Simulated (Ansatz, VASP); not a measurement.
**Two plane-wave programs on Sr2AlO**

```
CELL_PARAMETERS angstrom
5.00332 0.00000 0.00000
-2.50166 4.33300 0.00000
0.00000 0.00000 4.14078
ATOMIC_POSITIONS crystal
Sr 0.33333 0.66667 0.50000
Sr 0.66667 0.33333 0.50000
Al 0.00000 0.00000 0.00000
O 0.00000 0.00000 0.50000
```

Alike in both runs: task relaxation of cell and atoms; functional PBE; k mesh 5 × 5 × 5; occupations gaussian, width 0.2 eV; no spin polarisation.

|  | VASP | Ansatz |
| --- | --- | --- |
| version | VASP 6.6.1 | Ansatz 0.2.0 |
| potentials or method | VASP PAW PBE potentials, release 64 (Sr_sv, Al, O), cutoff 600 eV | scalar-relativistic, plane waves, PAW |
| valence electrons in the cell | 29 | 29 |

|  | VASP | Ansatz | Ansatz less VASP |
| --- | --- | --- | --- |
| gap on the k mesh at the Fermi level, each at its own relaxed structure (eV) | none | none | - |
| relaxed volume (Å³/atom) | 25.41 | 24.83 | -0.580 |
| relaxed cell length with the largest relative difference (Å) | 5.677 | 5.590 | -0.0862 |

A gap of «none» marks a metal or a gap that the smearing closes.
